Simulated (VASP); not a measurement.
A run of VASP 6.6.1 is set up as follows.

Contents of INCAR:

```
SYSTEM = Si2W
PREC = Accurate
ENCUT = 520
EDIFF = 1E-6
ISMEAR = -1
SIGMA = 0.05
LREAL = .False.
LASPH = .True.
NELM = 60
ALGO = Normal
ISIF = 2
LWAVE = .False.
LCHARG = .False.
GGA = PS
NBANDS = 18
```

KPOINTS

```
regular mesh
0
Gamma
  12 12 12
  0 0 0
```

Contents of POSCAR:

```
Si2W
1.0
   -1.6175420320      1.6175420320      3.9408775768
    1.6175420320     -1.6175420320      3.9408775768
    1.6175420320      1.6175420320     -3.9408775768
W Si
1 2
Direct
    0.0000000000      0.0000000000      0.0000000000
    0.6653000000      0.6653000000      0.0000000000
    0.3347000000      0.3347000000      0.0000000000
```

Potentials or basis: VASP PAW PBE potentials, release 64 (W_sv, Si).

Launch:

```bash
$ cat potpaw_PBE.64/W_sv/POTCAR potpaw_PBE.64/Si/POTCAR > POTCAR
$ mpirun -np 1 vasp_std > vasp.out
```

Q: What does it give for the pressure?

A: -6.0 GPa.

Q: What does it give for the largest force?

A: 0.025 eV/Å.

Q: Predict the band gap on the k mesh.

A: Zero (bands 11 and 12 overlap by 1.27 eV).

Forces on the atoms (eV/Å):
```
W    0.000  0.000  0.000
Si   0.000  0.000 -0.025
Si   0.000  0.000  0.025
```

Caveat: the cell stands under tension; the PAW data sets were made with another functional, which shifts forces and pressure a little; spin-orbit coupling is left out, which moves the levels of the heavy elements.
